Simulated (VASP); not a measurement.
# P (Fm-3m) in VASP: notebook

Runs on P. Level: r2SCAN. Tasks: single point.

All numbers are computed with VASP 6.6.1; they aren't measurements. Logs are shortened: lines on timing, memory, paths and dates and some standing lists are left out, and cuts for length are marked.

### 1 The cell of the first run

The structure is cubic, space group Fm-3m (No. 225). The conventional cell has a = 3.883 Å, b = 3.883 Å, c = 3.883 Å, α = 90.00°, β = 90.00°, γ = 90.00°. Within 3.6 Å of P (site symmetry m-3m) lie 12 P at 2.75 Å.

### 2 Single point, r2SCAN

POSCAR reads:

```
P
1.0
    0.0000000000      1.9417425529      1.9417425529
    1.9417425529      0.0000000000      1.9417425529
    1.9417425529      1.9417425529      0.0000000000
P
1
Direct
    0.0000000000      0.0000000000      0.0000000000
```

INCAR.step1 reads:

```
PREC = Accurate
ENCUT = 520
ISMEAR = -1
SIGMA = 0.1
LREAL = False
LASPH = True
NELM = 60
NBANDS = 8
GGA = PE
ALGO = Normal
EDIFF = 1E-4
LWAVE = True
LCHARG = False
```

INCAR.step2 reads:

```
PREC = Accurate
ENCUT = 520
EDIFF = 1E-6
ISMEAR = -1
SIGMA = 0.1
LREAL = False
LASPH = True
NELM = 60
ALGO = Normal
ISIF = 2
LWAVE = False
LCHARG = False
METAGGA = R2SCAN
LMIXTAU = True
NBANDS = 8
ISTART = 1
```

KPOINTS reads:

```
Automatic mesh
0
Gamma
  14 14 14
```

Potentials or basis: VASP PAW PBE potentials, release 64 (P).

Launch:

```bash
cat potpaw_PBE.64/P/POTCAR > POTCAR
cp INCAR.step1 INCAR
mpirun -np 1 vasp_std > vasp.out
cp INCAR.step2 INCAR
mpirun -np 1 vasp_std > vasp.out
```

OUTCAR:

```text
PREC = Accurate
   ENCUT = 520
   EDIFF = 1E-6
   ISMEAR = -1
   LREAL = False
   LASPH = True
   NELM = 60
   ISIF = 2
   METAGGA = R2SCAN
   ISTART = 1

 ion  position               nearest neighbor table
   1  0.000  0.000  0.000-

  LATTYP: Found a face centered cubic cell.
 ALAT       =     3.8834851058

  Lattice vectors:

 A1 = (   0.0000000000,   1.9417425529,   1.9417425529)
 A2 = (   1.9417425529,   0.0000000000,   1.9417425529)
 A3 = (   1.9417425529,   1.9417425529,   0.0000000000)

Analysis of symmetry for initial positions (statically):
=====================================================================
 Subroutine PRICEL returns:
 Original cell was already a primitive cell.

 Routine SETGRP: Setting up the symmetry group for a
 face centered cubic supercell.

 Subroutine GETGRP returns: Found 48 space group operations
 (whereof 48 operations were pure point group operations)
 out of a pool of 48 trial point group operations.

The static configuration has the point symmetry O_h .

Analysis of symmetry for dynamics (positions and initial velocities):
=====================================================================
 Subroutine PRICEL returns:
 Original cell was already a primitive cell.

 Routine SETGRP: Setting up the symmetry group for a
 face centered cubic supercell.

 Subroutine GETGRP returns: Found 48 space group operations
 (whereof 48 operations were pure point group operations)
 out of a pool of 48 trial point group operations.

The dynamic configuration has the point symmetry O_h .

 Subroutine INISYM returns: Found 48 space group operations
 (whereof 48 operations are pure point group operations),
 and found     1 'primitive' translations

----------------------------------------------------------------------------------------

                                     Primitive cell

  volume of cell :      14.6422

  direct lattice vectors                    reciprocal lattice vectors
     0.000000000  1.941742553  1.941742553    -0.257500666  0.257500666  0.257500666
     1.941742553  0.000000000  1.941742553     0.257500666 -0.257500666  0.257500666
     1.941742553  1.941742553  0.000000000     0.257500666  0.257500666 -0.257500666

  length of vectors
     2.746038653  2.746038653  2.746038653     0.446004236  0.446004236  0.446004236

  position of ions in fractional coordinates (direct lattice)
     0.000000000  0.000000000  0.000000000

  ion indices of the primitive-cell ions
   primitive index   ion index
                 1           1

----------------------------------------------------------------------------------------

 KPOINTS: Automatic mesh

Automatic generation of k-mesh.
 Grid dimensions read from file:
 generate k-points for:   14   14   14

 Generating k-lattice:

  Cartesian coordinates                     Fractional coordinates (reciprocal lattice)
    -0.018392905  0.018392905  0.018392905     0.071428571  0.000000000  0.000000000
     0.018392905 -0.018392905  0.018392905     0.000000000  0.071428571  0.000000000
     0.018392905  0.018392905 -0.018392905     0.000000000  0.000000000  0.071428571

  Length of vectors
     0.031857445  0.031857445  0.031857445

  Shift w.r.t. Gamma in fractional coordinates (k-lattice)
     0.000000000  0.000000000  0.000000000

 Subroutine IBZKPT returns following result:
 ===========================================

 Found    104 irreducible k-points:

 Following reciprocal coordinates:
            Coordinates               Weight
  0.000000  0.000000  0.000000      1.000000
  0.071429  0.000000  0.000000      8.000000
  0.142857  0.000000  0.000000      8.000000
  0.214286  0.000000  0.000000      8.000000
  0.285714  0.000000  0.000000      8.000000
  0.357143  0.000000  0.000000      8.000000
[... 16 lines left out ...]
  0.214286  0.142857  0.000000     24.000000
  0.285714  0.142857  0.000000     24.000000
 [... further k-points ...]
   k-points           NKPTS =    104   k-points in BZ     NKDIM =    104   number of bands    NBANDS=      8
   number of dos      NEDOS =    301   number of ions     NIONS =      1
   total plane-waves  NPLWV =   8000
   dimension x,y,z NGX =    20 NGY =   20 NGZ =   20
   dimension x,y,z NGXF=    40 NGYF=   40 NGZF=   40
   ions per type =               1
   NGX,Y,Z   is equivalent  to a cutoff of  12.11, 12.11, 12.11 a.u.
   NGXF,Y,Z  is equivalent  to a cutoff of  24.22, 24.22, 24.22 a.u.
 SYSTEM =  unknown system
   PREC   = accura    normal or accurate (medium, high low for compatibility)
   ISTART =      1    job   : 0-new  1-cont  2-samecut
   ICHARG =      0    charge: 1-file 2-atom 10-const
   ISPIN  =      1    spin polarized calculation?
   LNONCOLLINEAR =      F non collinear calculations
   LSORBIT =      F    spin-orbit coupling
   LASPH  =      T    aspherical Exc in radial PAW
   ENCUT  =  520.0 eV  38.22 Ry    6.18 a.u.   5.11  5.11  5.11*2*pi/ulx,y,z
   NELM   =     60;   NELMIN=  2; NELMDL=  0     # of ELM steps
   EDIFF  = 0.1E-05   stopping-criterion for ELM
   LREAL  =      F    real-space projection
   EDIFFG = 0.1E-04   stopping-criterion for IOM
   NSW    =      0    number of steps for IOM
   IBRION =     -1    ionic relax: 0-MD 1-quasi-New 2-CG
   NFREE  =      0    steps in history (QN), initial steepest desc. (CG)
   ISIF   =      2    stress and relaxation
   ISYM   =      2    0-nonsym 1-usesym 2-fastsym
   POTIM  = 0.5000    time-step for ionic-motion
   TEBEG  =    0.0;   TEEND  =   0.0 temperature during run
   PSTRESS=    0.0 pullay stress
   NELECT =       5.0000    total number of electrons
   NUPDOWN=      -1.0000    fix difference up-down
   EMIN   =  10.00;   EMAX   =-10.00  energy-range for DOS
   EFERMI =   0.00;   METHOD = LEGACY
   ISMEAR =    -1;   SIGMA  =   0.10  broadening in eV -4-tet -1-fermi 0-gaus
   EFERMI_NEDOS =   21; number of points for ismear=-14 and -15
   IALGO  =     38    algorithm
   IMIX   =      4    mixing-type and parameters
     AMIX     =   0.40;   BMIX     =  1.00
     AMIX_MAG =   1.60;   BMIX_MAG =  1.00
  volume/ion in A,a.u.               =      14.64        98.81
  Fermi-wavevector in a.u.,A,eV,Ry     =   1.144274  2.162363 17.814950  1.309362
  Thomas-Fermi vector in A             =   2.280966
   LORBIT       =      0    0 simple, 1 ext, 2 COOP (PROOUT), +10 PAW based schemes
   METAGGA = R2SCAN    functional components
   LHFCALC =     F    Hartree Fock is set to
   AEXX    =    0.0000 exact exchange contribution
   IVDW    =     0    specifies the selected vdW correction
   LEPSILON=     F    determine dielectric tensor
   LRPA    =     F    only Hartree local field effects (RPA)
 non-spin polarized calculation
  energy-cutoff  :      520.00
  volume of cell :       14.64
 maximum number of plane-waves:       411
   NGX = 11   NGY = 11   NGZ = 11

 number of electron       5.0000000 magnetization

 Free energy of the ion-electron system (eV)
  ---------------------------------------------------
  ext. energy  EPLUGINS =         0.00000000
  ---------------------------------------------------
  free energy    TOTEN  =        -7.85721945 eV

  energy without entropy =       -7.83387158  energy(sigma->0) =       -7.84554551

 E-fermi :   9.7176     XC(G=0): -12.1759

 val. band max:        9.7157451044   @ k =  -0.2857   0.2143   0.0714
 cond. band min:       9.7436577586   @ k =   0.4286   0.3571   0.0000
 fundamental gap:      0.0279126542
 Fermi energy:         9.7176310620

 k-point     1 :       0.0000    0.0000    0.0000
  band No.  band energies     occupation
      1      -7.5079      2.00000
      2      16.8431      0.00000
      3      16.8431      0.00000
      4      16.8431      0.00000
      5      21.7523      0.00000
      6      21.7523      0.00000
      7      21.7523      0.00000
      8      28.3220      0.00000

 k-point     2 :       0.0714    0.0000    0.0000
  band No.  band energies     occupation
      1      -7.3575      2.00000
      2      15.6225      0.00000
      3      16.6200      0.00000
      4      16.6200      0.00000
      5      21.8730      0.00000
      6      22.1261      0.00000
      7      22.1261      0.00000
      8      27.7865      0.00000

 k-point     3 :       0.1429    0.0000    0.0000
  band No.  band energies     occupation
      1      -6.9076      2.00000
      2      13.0675      0.00000
      3      16.1315      0.00000
      4      16.1315      0.00000
      5      21.8230      0.00000
      6      22.8816      0.00000
      7      22.8816      0.00000
      8      26.9053      0.00000

 k-point     4 :       0.2143    0.0000    0.0000
  band No.  band energies     occupation
      1      -6.1623      2.00000
      2      10.2110      0.01429
      3      15.6253      0.00000
      4      15.6253      0.00000
      5      21.5903      0.00000
      6      23.0280      0.00000
      7      23.0280      0.00000
      8      27.0363      0.00000

 k-point     5 :       0.2857    0.0000    0.0000
  band No.  band energies     occupation
      1      -5.1308      2.00000
      2       7.4069      2.00000
      3      15.2170      0.00000
      4      15.2170      0.00000
      5      21.3514      0.00000
      6      22.3194      0.00000
      7      22.3194      0.00000
      8      28.5298      0.00000

 k-point     6 :       0.3571    0.0000    0.0000
  band No.  band energies     occupation
      1      -3.8360      2.00000
      2       4.7998      2.00000
      3      14.9382      0.00000
      4      14.9382      0.00000
      5      21.1842      0.00000
      6      21.5225      0.00000
      7      21.5225      0.00000
      8      28.0236      0.00000

 k-point     7 :       0.4286    0.0000    0.0000
  band No.  band energies     occupation
      1      -2.3635      2.00000
      2       2.5258      2.00000
      3      14.7830      0.00000
      4      14.7830      0.00000
      5      20.9731      0.00000
      6      20.9731      0.00000
      7      21.0979      0.00000
      8      27.3571      0.00000
[... 133 lines left out ...]
 k-point    20 :      -0.1429    0.0714    0.0000
  band No.  band energies     occupation
      1      -6.5587      2.00000
      2      12.1988      0.00000
      3      14.2885      0.00000
      4      16.5796      0.00000
      5      22.0783      0.00000
      6      22.6766      0.00000
      7      23.6604      0.00000
      8      25.4643      0.00000

 k-point    21 :      -0.0714    0.0714    0.0000
  band No.  band energies     occupation
      1      -7.1073      2.00000
      2      14.6898      0.00000
      3      15.1315      0.00000
      4      16.8303      0.00000
      5      21.8769      0.00000
      6      22.1458      0.00000
      7      23.2034      0.00000
      8      26.4735      0.00000

 k-point    22 :       0.1429    0.1429    0.0000
  band No.  band energies     occupation
      1      -6.7073      2.00000
      2      14.5392      0.00000
      3      14.5392      0.00000
      4      14.9704      0.00000
      5      19.1503      0.00000
      6      23.3926      0.00000
      7      24.9659      0.00000
      8      24.9659      0.00000

 k-point    23 :       0.2143    0.1429    0.0000
  band No.  band energies     occupation
      1      -6.1596      2.00000
      2      12.3597      0.00000
      3      13.8664      0.00000
      4      14.7048      0.00000
      5      19.0006      0.00000
      6      22.0226      0.00000
      7      25.7420      0.00000
      8      25.8884      0.00000

 k-point    24 :       0.2857    0.1429    0.0000
  band No.  band energies     occupation
      1      -5.3200      2.00000
      2       9.6405      1.36744
      3      13.3932      0.00000
      4      14.0380      0.00000
      5      19.1807      0.00000
      6      21.8490      0.00000
      7      25.7216      0.00000
      8      26.0117      0.00000

 [... further k-points ...]

------------------------ aborting loop because EDIFF is reached ----------------------------------------

  FORCE on cell =-STRESS in cart. coord.  units (eV):
  Direction    XX          YY          ZZ          XY          YZ          ZX
  --------------------------------------------------------------------------------------
  -------------------------------------------------------------------------------------
  Total        0.0203037      0.0203037      0.0203037      0.0000000     -0.0000000      0.0000000
  in kB        2.2216766      2.2216766      2.2216766      0.0000000     -0.0000000      0.0000000
  external PRESSURE =       2.2216766 kB  Pullay stress =       0.0000000 kB

 VOLUME and BASIS-vectors are now :
 -----------------------------------------------------------------------------
  energy-cutoff  :      520.00
  volume of cell :       14.64
      direct lattice vectors                 reciprocal lattice vectors
     0.000000000  1.941742553  1.941742553    -0.257500666  0.257500666  0.257500666
     1.941742553  0.000000000  1.941742553     0.257500666 -0.257500666  0.257500666
     1.941742553  1.941742553  0.000000000     0.257500666  0.257500666 -0.257500666

 POSITION                                       TOTAL-FORCE (eV/Angst)
 -----------------------------------------------------------------------------------
      0.00000      0.00000      0.00000        -0.000000     -0.000000     -0.000000
 -----------------------------------------------------------------------------------
    total drift:                               -0.000000      0.000000     -0.000000

  FREE ENERGIE OF THE ION-ELECTRON SYSTEM (eV)
  ---------------------------------------------------
  free  energy   TOTEN  =        -7.8572194512 eV

  energy  without entropy=       -7.8338715759  energy(sigma->0) =       -7.84554551
```

Wall time 12 s (1 thread of Intel Xeon 6975P-C (Granite Rapids), shared host); peak memory 0.12 GiB.

What came out:

| Item | Value |
| --- | --- |
| Free energy | -7.8572 eV |
| Pressure | 0.2 GPa |

Levels at points of the mesh, in eV from the Fermi level:
```
           k point  band 1  band 2  band 3  band 4  band 5
(0.00, 0.00, 0.00)  -17.23    7.13    7.13    7.13   12.03
(0.50, 0.00, 0.00)  -11.08   -8.46    5.02    5.02   11.06
(0.50, 0.50, 0.00)   -8.25   -7.13    0.66    0.66    4.63
```

Caveat: the PAW data sets were made with another functional, which shifts forces and pressure a little.

### 3 Single point, r2SCAN (volume scaled by 0.88)

POSCAR reads:

```
P
1.0
    0.0000000000      1.8607407650      1.8607407650
    1.8607407650      0.0000000000      1.8607407650
    1.8607407650      1.8607407650      0.0000000000
P
1
Direct
    0.0000000000      0.0000000000      0.0000000000
```

INCAR.step1 reads:

```
SYSTEM = P
  PREC = Accurate
  ENCUT = 520
  ISMEAR = -1
  SIGMA = 0.1
  LREAL = .False.
  LASPH = .True.
  NELM = 100
  NBANDS = 8
  GGA = PE
  ALGO = Normal
  EDIFF = 1E-4
  LWAVE = .True.
  LCHARG = .False.
```

INCAR.step2 reads:

```
SYSTEM = P
  PREC = Accurate
  ENCUT = 520
  EDIFF = 1E-7
  ISMEAR = -1
  SIGMA = 0.1
  LREAL = .False.
  LASPH = .True.
  NELM = 100
  ALGO = Normal
  ISIF = 2
  LWAVE = .False.
  LCHARG = .True.
  METAGGA = R2SCAN
  LMIXTAU = .True.
  LELF = .True.
  LVHAR = .True.
  NBANDS = 8
  ISTART = 1
```

KPOINTS reads:

```
Automatic mesh
0
Gamma
  16 16 16
  0 0 0
```

Potentials or basis: VASP PAW PBE potentials, release 64 (P).

Launch:

```bash
cat potpaw_PBE.64/P/POTCAR > POTCAR
cp INCAR.step1 INCAR
mpirun -np 1 vasp_std > vasp.out
cp INCAR.step2 INCAR
mpirun -np 1 vasp_std > vasp.out
```

Wall time 22 s (1 thread of Intel Xeon 6975P-C (Granite Rapids), shared host); peak memory 0.13 GiB.

Results (log left out):

```yaml
Free_energy: -7.7841 eV
Pressure: 14.9 GPa
```

Levels at points of the mesh, in eV from the Fermi level:
```csv
k point,band 1,band 2,band 3,band 4,band 5,band 6,band 7
"(0.00, 0.00, 0.00)",-18.68,8.48,8.48,8.48,12.35,12.35,12.35
"(0.50, 0.00, 0.00)",-11.57,-9.60,5.99,5.99,11.25,11.25,12.46
"(0.50, 0.50, 0.00)",-8.23,-8.07,0.83,0.83,4.14,5.77,25.97
```

Caveat: the PAW data sets were made with another functional, which shifts forces and pressure a little.

(Continued in part 2 of 2.)
